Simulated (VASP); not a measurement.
Input of a VASP 6.6.1 run:

Contents of POSCAR:

```
Al3Cu
1.0
    2.6114552183      0.0000000000      0.0000000000
    0.0000000000      2.6114552183      0.0000000000
    0.0000000000      0.0000000000      7.0966706009
Al Cu
3 1
Direct
    0.0000000000      0.0000000000      0.5000000000
    0.5000000000      0.5000000000      0.2290321819
    0.5000000000      0.5000000000      0.7709678181
    0.0000000000      0.0000000000      0.0000000000
```

The input INCAR.step1:

```
PREC = Accurate ; ENCUT = 520
ISMEAR = 0 ; SIGMA = 0.1
LREAL = F ; LASPH = T
NELM = 100 ; NBANDS = 18
GGA = PE ; ALGO = Normal
EDIFF = 1E-4 ; LWAVE = T
LCHARG = F
```

File INCAR.step2:

```
PREC = Accurate ; ENCUT = 520
EDIFF = 1E-6 ; ISMEAR = 0
SIGMA = 0.1 ; LREAL = F
LASPH = T ; NELM = 100
ALGO = Normal ; ISIF = 2
LWAVE = F ; LCHARG = F
METAGGA = R2SCAN ; LMIXTAU = T
NBANDS = 18 ; ISTART = 1
```

File KPOINTS:

```
regular mesh
0
Gamma
  16 16 6
```

Potentials or basis: VASP PAW PBE potentials, release 64 (Al, Cu).

Command:

```bash
$ cat potpaw_PBE.64/Al/POTCAR potpaw_PBE.64/Cu/POTCAR > POTCAR
$ cp INCAR.step1 INCAR
$ mpirun -np 1 vasp_std > vasp.out
$ cp INCAR.step2 INCAR
$ mpirun -np 1 vasp_std > vasp.out
```

Predict the pressure.

29.7 GPa.

What does it give for the largest force?

0.015 eV/Å.

Forces in eV/Å, atoms in the order of the input:
```
Al   0.000  0.000  0.000
Al   0.000  0.000  0.015
Al   0.000  0.000 -0.015
Cu   0.000  0.000  0.000
```

Caveat: the cell stands under pressure; the PAW data sets were made with another functional, which shifts forces and pressure a little.
